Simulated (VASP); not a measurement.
The system is Pt.

```
Pt
1.0
    -1.55500    1.55500    1.55500
     1.55500   -1.55500    1.55500
     1.55500    1.55500   -1.55500
Pt
1
Direct
  0.00000 0.00000 0.00000
```

This isn't the form of Pt at room conditions, which is fcc.

```yaml
Program: VASP 6.6.1
Task: relaxation of cell and atoms
Functional: PBE
Potentials_or_basis: VASP PAW PBE potentials, release 64 (Pt)
Cutoff: 500 eV
k_mesh: 11 × 11 × 11
Occupations: gaussian, width 0.05 eV
Spin: no spin polarisation
```

At the start: pressure 13.6 GPa; volume 15.04 Å³/atom.

Question: Where does the relaxation end?

Answer: Over 4 steps the energy falls by 30.7 meV/atom and the volume is 15.81 Å³/atom (+5.2 %); space group Im-3m (No. 229, to 0.1 Å) before and after.

The path:
| step | energy change (eV) | largest force (eV/Å) | pressure (GPa) | volume (Å³) |
| --- | --- | --- | --- | --- |
| 1 | 0.0000 | 0.0000 | 13.58 | 15.04 |
| 2 | 0.1340 | 0.0000 | -21.21 | 17.99 |
| 3 | -0.0306 | 0.0000 | -0.75 | 15.86 |
| 4 | -0.0307 | 0.0000 | -0.08 | 15.81 |

Final structure:
```cif
data_structure
_symmetry_space_group_name_H-M 'P 1'
_symmetry_Int_Tables_number 1
_cell_length_a 2.7388
_cell_length_b 2.7388
_cell_length_c 2.7388
_cell_angle_alpha 109.471
_cell_angle_beta 109.471
_cell_angle_gamma 109.471
_cell_volume 15.81
loop_
_atom_site_label
_atom_site_type_symbol
_atom_site_fract_x
_atom_site_fract_y
_atom_site_fract_z
_atom_site_occupancy
Pt1 Pt 0.00000 0.00000 0.00000 1
```
